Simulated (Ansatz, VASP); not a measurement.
One calculation of Cu, two programs

```
CELL_PARAMETERS angstrom
2.51896 0.00000 0.00000
-1.25948 2.18148 0.00000
0.00000 0.00000 4.11596
ATOMIC_POSITIONS crystal
Cu 0.33333 0.66667 0.25000
Cu 0.66667 0.33333 0.75000
```

Alike in both runs: functional PBEsol; k mesh 12 × 12 × 4; occupations gaussian, width 0.1 eV; no spin polarisation.

Ansatz relaxed the structure, and its values are those at the end. VASP's run is a single point on that final structure, the one shown.

|  | VASP | Ansatz |
| --- | --- | --- |
| version | VASP 6.6.1 | Ansatz 0.2.0 |
| potentials or method | VASP PAW PBE potentials, release 64 (Cu), cutoff 600 eV | scalar-relativistic, plane waves, PAW |
| valence electrons in the cell | 22 | 38 |

VASP gave:

| Quantity | Value |
| --- | --- |
| gap on the k mesh at the Fermi level (eV) | none |
| pressure (GPa) | 0.8 |

**Question.** Estimate Ansatz's values.

**Answer.** gap on the k mesh at the Fermi level (eV): none; pressure (GPa): 0.1.

VASP's potentials were made for PBE, not for PBEsol. A gap of «none» marks a metal or a gap that the smearing closes. VASP's potentials hold 22 valence electrons a cell and Ansatz's 38, so a difference there can come from the potentials and not from the codes.

The k mesh is coarse, so the values compare programs but aren't converged.
